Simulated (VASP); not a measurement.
A run of VASP 6.6.1:

File INCAR:

```
PREC = Accurate
ENCUT = 520
EDIFF = 1E-7
ISMEAR = 0
SIGMA = 0.1
LREAL = False
LASPH = True
NELM = 80
ALGO = Normal
ISIF = 2
LWAVE = False
LCHARG = False
GGA = PE
NBANDS = 28
```

Contents of KPOINTS:

```
regular mesh
0
Gamma
  4 4 4
```

File POSCAR:

```
BaZrO3
1.0
    4.4012346100      0.0000000000      0.0000000000
    0.0000000000      4.4012346100      0.0000000000
    0.0000000000      0.0000000000      5.0674148200
Ba Zr O
1 1 3
Direct
    0.0000000000      0.0000000000      0.0000000000
    0.5000000000      0.5000000000      0.0000000000
    0.0000000000      0.0000000000      0.5000000000
    0.5000000000      0.5000000000      0.6965726000
    0.5000000000      0.5000000000      0.3034274000
```

Potentials or basis: VASP PAW PBE potentials, release 64 (Ba_sv, Zr_sv, O).

Run with:

```console
$ cat potpaw_PBE.64/Ba_sv/POTCAR potpaw_PBE.64/Zr_sv/POTCAR potpaw_PBE.64/O/POTCAR > POTCAR
$ mpirun -np 1 vasp_std > vasp.out
```

Hardware: 1 thread of Intel(R) Xeon(R) Platinum 8559C (Emerald Rapids), on a shared host.

Problem. How long does it take, and how much memory?

Solution. Wall time 40 s on 1 thread of Intel(R) Xeon(R) Platinum 8559C (Emerald Rapids), on a shared host, peak memory 0.24 GiB. Counts: scf iterations 23, k points 18.
